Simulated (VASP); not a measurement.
The system is Sb.

```
Sb
1.0
     5.35559    0.00000    0.00000
    -2.67780    4.63808    0.00000
     0.00000    0.00000    3.28298
Sb
3
Direct
  0.00000 0.00000 0.00000
  0.33333 0.66667 0.50000
  0.66667 0.33333 0.50000
```

* Program: VASP 6.6.1
* Task: relaxation of cell and atoms
* Functional: PBEsol
* Potentials or basis: VASP PAW PBE potentials, release 64 (Sb)
* Cutoff: 600 eV
* k mesh: 7 × 7 × 10
* Occupations: fermi-dirac, width 0.1 eV
* Spin: no spin polarisation

At the start: pressure -2.0 GPa; volume 27.18 Å³/atom.

Where does the relaxation end?

Over 8 steps the energy falls by 7.8 meV/atom and the volume is 26.32 Å³/atom (-3.2 %); space group P6/mmm (No. 191, to 0.05 Å).

Step by step:
```csv
step,energy change (eV),largest force (eV/Å),pressure (GPa),volume (Å³)
1,0.0000,0.0000,-2.02,81.55
2,-0.0150,0.0000,1.29,77.57
3,-0.0194,0.0000,0.16,78.81
4,-0.0220,0.0000,0.12,78.85
5,-0.0233,0.0000,0.08,78.89
6,-0.0234,0.0000,0.07,78.90
7,-0.0234,0.0000,-0.06,79.05
8,-0.0234,0.0000,0.00,78.97
```

Final structure:
```
Sb
1.0
     5.34579    0.00000    0.00000
    -2.67290    4.62959    0.00000
     0.00000    0.00000    3.19098
Sb
3
Direct
  0.00000 0.00000 0.00000
  0.33333 0.66667 0.50000
  0.66667 0.33333 0.50000
```

Caveat: the PAW data sets were made with another functional, which shifts forces and pressure a little.
